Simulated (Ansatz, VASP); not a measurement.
## Mg in VASP and in Ansatz

```
CELL_PARAMETERS angstrom
5.13195 0.00000 0.00000
-2.56597 4.44440 0.00000
0.00000 0.00000 3.05363
ATOMIC_POSITIONS crystal
Mg 0.33333 0.66667 0.50000
Mg 0.00000 0.00000 0.00000
Mg 0.66667 0.33333 0.50000
```

Alike in both runs: functional PBE; k mesh 6 × 6 × 6; occupations gaussian, width 0.1 eV; no spin polarisation.

Ansatz relaxed the structure, and its values are those at the end. VASP's run is a single point on that final structure, the one shown.

|  | VASP | Ansatz |
| --- | --- | --- |
| version | VASP 6.6.1 | Ansatz 0.2.0 |
| potentials or method | VASP PAW PBE potentials, release 64 (Mg), cutoff 520 eV | scalar-relativistic, plane waves, PAW |
| valence electrons in the cell | 6 | 30 |

```tsv
	VASP	Ansatz	Ansatz less VASP
gap on the k mesh at the Fermi level (eV)	none	none	-
pressure (GPa)	0.0	0.1	+0.12
```

A gap of «none» marks a metal or a gap that the smearing closes. VASP's potentials hold 6 valence electrons a cell and Ansatz's 30, so a difference there can come from the potentials and not from the codes.
